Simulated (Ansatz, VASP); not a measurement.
**One calculation of InSb3, two programs**

The input INCAR:

```
SYSTEM = InSb3
ALGO     = Fast           ! electronic algorithm
EDIFF    = 1E-7           ! SCF threshold, eV
ENCUT    = 520            ! plane-wave cutoff, eV
GGA      = PE             ! functional
ISIF     = 2              ! what is computed and relaxed
ISMEAR   = 0              ! smearing method
LASPH    = .TRUE.         ! aspherical terms in the spheres
LCHARG   = .FALSE.        ! write CHGCAR
LREAL    = .FALSE.        ! projectors in reciprocal space
LWAVE    = .FALSE.        ! write WAVECAR
NBANDS   = 38             ! bands
NELM     = 100            ! most SCF steps
PREC     = Accurate       ! precision mode
SIGMA    = 0.15           ! smearing width, eV
```

The input KPOINTS:

```
k-points
0
G
  10 10 5
  0 0 0
```

Contents of POSCAR:

```
InSb3
1.0
    0.0000000000     -4.8138367962      0.0000000000
    0.0000000000      0.0000000000     -4.8138367962
   10.6276735925      0.0000000000      0.0000000000
In Sb
2 6
Direct
    1.0000000000      1.0000000000      0.3397147613
    1.0000000000      1.0000000000      0.7926677763
    0.0000000000      0.5000000000      0.1132382538
    0.0000000000      0.5000000000      0.5661912688
    0.5000000000      0.5000000000      0.3397147613
    0.5000000000      0.5000000000      0.7926677763
    0.5000000000      0.0000000000      0.1132382538
    0.5000000000      0.0000000000      0.5661912688
```

Input for Ansatz:

```yaml
crystal:
  lattice:
    - [0.0, -4.8138367962, 0.0]
    - [0.0, 0.0, -4.8138367962]
    - [10.6276735925, 0.0, 0.0]
  atoms:
    - { symbol: In, position: [1.0, 1.0, 0.3397147613] }
    - { symbol: In, position: [1.0, 1.0, 0.7926677763] }
    - { symbol: Sb, position: [0.0, 0.5, 0.1132382538] }
    - { symbol: Sb, position: [0.0, 0.5, 0.5661912688] }
    - { symbol: Sb, position: [0.5, 0.5, 0.3397147613] }
    - { symbol: Sb, position: [0.5, 0.5, 0.7926677763] }
    - { symbol: Sb, position: [0.5, 0.0, 0.1132382538] }
    - { symbol: Sb, position: [0.5, 0.0, 0.5661912688] }
basis:
  ecutwfc: 420
kpoints:
  mp_grid: { grid: [10, 10, 5] }
hamiltonian:
  xc: pbe
scf:
  occupations: { method: gaussian, width: 0.15 }
output:
  forces: true
  stress: true
  eigenvalues: true
```

Alike in both runs: task single point; functional PBE; k mesh 10 × 10 × 5; occupations gaussian, width 0.15 eV; no spin polarisation.

```csv
,VASP,Ansatz
version,VASP 6.6.1,Ansatz 0.2.0
potentials or method,"VASP PAW PBE potentials, release 64 (In_d, Sb), cutoff 520 eV","scalar-relativistic, plane waves, PAW"
valence electrons in the cell,56,116
```

```csv
,VASP,Ansatz,Ansatz less VASP
gap on the k mesh at the Fermi level (eV),none,none,-
pressure (GPa),-2.4,-2.3,+0.07
"traceless stress, the component that is largest in VASP (GPa)",0.20,0.20,-0.005
rms of the force components (eV/Å),0.123,0.123,+0.0003
```

Atom by atom the forces differ by 0.001 eV/Å (rms over components). A gap of «none» marks a metal or a gap that the smearing closes. VASP's potentials hold 56 valence electrons a cell and Ansatz's 116, so a difference there can come from the potentials and not from the codes.

Neither program's run includes spin-orbit coupling.
